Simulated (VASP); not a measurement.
Input of a VASP 6.6.1 run:

Contents of INCAR:

```
  PREC = Accurate
  ENCUT = 520
  EDIFF = 1E-6
  ISMEAR = -1
  SIGMA = 0.08
  LREAL = F
  LASPH = T
  NELM = 80
  ALGO = Normal
  ISIF = 2
  LWAVE = F
  LCHARG = F
  GGA = PE
  NBANDS = 7
```

The input KPOINTS:

```
regular mesh
0
Gamma
  21 21 21
```

File POSCAR:

```
Be
1.0
   -0.9579976837      0.9579976837      0.9579976837
    0.9579976837     -0.9579976837      0.9579976837
    0.9579976837      0.9579976837     -0.9579976837
Be
1
Direct
    0.0000000000      0.0000000000      0.0000000000
```

Potentials or basis: VASP PAW PBE potentials, release 64 (Be).

The run is started by

```bash
$ cat potpaw_PBE.64/Be/POTCAR > POTCAR
$ mpirun -np 1 vasp_std > vasp.out
```

Q: Predict the pressure.

A: 372.7 GPa.

Q: What does it give for the band gap on the k mesh?

A: Zero (band 1 reaches 23.52 eV, above the bottom of band 2 at 14.44 eV).
